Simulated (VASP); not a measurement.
Input of a VASP 6.6.1 run:

File INCAR:

```
PREC = Accurate
ENCUT = 520
EDIFF = 1E-6
ISMEAR = 0
SIGMA = 0.1
LREAL = F
LASPH = T
NELM = 150
ALGO = Normal
ISIF = 2
LWAVE = F
LCHARG = T
ISPIN = 2
MAGMOM = 0.81
LORBIT = 11
LMAXMIX = 4
GGA = PE
LELF = T
LVHAR = T
NBANDS = 15
```

Contents of KPOINTS:

```
Automatic mesh
0
Gamma
  20 20 20
```

The input POSCAR:

```
Ni
1.0
    0.0000000000      1.7592994292      1.7592994292
    1.7592994292      0.0000000000      1.7592994292
    1.7592994292      1.7592994292      0.0000000000
Ni
1
Direct
    0.0000000000      0.0000000000      0.0000000000
```

Potentials or basis: VASP PAW PBE potentials, release 64 (Ni).

Command:

```sh
$ cat potpaw_PBE.64/Ni/POTCAR > POTCAR
$ mpirun -np 1 vasp_std > vasp.out
```

Q: Estimate the net moment.

A: 0.63 μB per cell.

Q: Estimate the site moments.

A: Ni +0.64 μB.

Q: Estimate the pressure.

A: 0.0 GPa.
